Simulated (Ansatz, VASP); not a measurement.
## Two plane-wave programs on NaH

```xyz
4
Lattice="3.3192 0.0000 0.0000 -1.6596 2.8745 0.0000 0.0000 0.0000 5.8310" Properties=species:S:1:pos:R:3 pbc="T T T"
Na    0.0000    0.0000    0.0000
Na    0.0000    0.0000    2.9155
H     0.0000    1.9163    1.4577
H     1.6596    0.9582    4.3732
```

Alike in both runs: task single point; functional r2SCAN; k mesh 12 × 12 × 4; no spin polarisation.

|  | VASP | Ansatz |
| --- | --- | --- |
| version | VASP 6.6.1 | Ansatz 0.2.0 |
| potentials or method | VASP PAW PBE potentials, release 64 (Na_pv, H) | plane waves, PAW |
| plane-wave cutoff (eV) | 520 | 500 |
| occupations | gaussian, width 0.01 eV | fixed |
| valence electrons in the cell | 16 | 20 |

|  | VASP | Ansatz | Ansatz less VASP |
| --- | --- | --- | --- |
| gap on the k mesh at the Fermi level (eV) | 4.02 | 4.00 | -0.020 |
| pressure (GPa) | -0.2 | 0.0 | +0.23 |
| traceless stress, the component that is largest in VASP (GPa) | 0.11 | 0.00 | -0.116 |

VASP's potentials were made for PBE, not for r2SCAN. VASP's potentials hold 16 valence electrons a cell and Ansatz's 20, so a difference there can come from the potentials and not from the codes.
